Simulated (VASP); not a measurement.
Write the native input for VASP 6.6.1 that does the following.

| Item | Value |
| --- | --- |
| Task | single point |
| Functional | revPBE |
| Potentials or basis | VASP PAW PBE potentials, release 64 (Pd) |
| Cutoff | 500 eV |
| k mesh | 22 × 22 × 22 |
| Occupations | fermi-dirac, width 0.1 eV |
| Spin | no spin polarisation |
| Dipole correction | no |
| Further INCAR settings | ALGO = Normal; EDIFF = 1e-06; NBANDS = 11 |

The structure of Pd lies in POSCAR:

```
Pd
1.0
    0.0000000000      2.0131142269      2.0131142269
    2.0131142269      0.0000000000      2.0131142269
    2.0131142269      2.0131142269      0.0000000000
Pd
1
Direct
    0.0000000000      0.0000000000      0.0000000000
```

This cell differs from its parent crystal: volume scaled by 1.04.

These files were run (other wordings do the same):

INCAR

```
  PREC = Accurate
  ENCUT = 500
  EDIFF = 1E-6
  ISMEAR = -1
  SIGMA = 0.1
  LREAL = False
  LASPH = True
  NELM = 120
  ALGO = Normal
  ISIF = 2
  LWAVE = False
  LCHARG = False
  GGA = RE
  NBANDS = 11
  GGA_COMPAT = False
```

KPOINTS

```
Automatic mesh
0
Gamma
  22 22 22
```

Potentials or basis: VASP PAW PBE potentials, release 64 (Pd).

Launch:

```console
$ cat potpaw_PBE.64/Pd/POTCAR > POTCAR
$ mpirun -np 1 vasp_std > vasp.out
```

Results of the run:

```
Pressure               : -5.6 GPa
Band gap on the k mesh : zero (band 5 reaches 8.49 eV, above the bottom of band 6 at 7.15 eV)
```

Caveat: the PAW data sets were made with another functional, which shifts forces and pressure a little.

It took 31 s on 1 thread of Intel(R) Xeon(R) 6975P-C (Granite Rapids), on a shared host, peak memory 0.18 GiB.
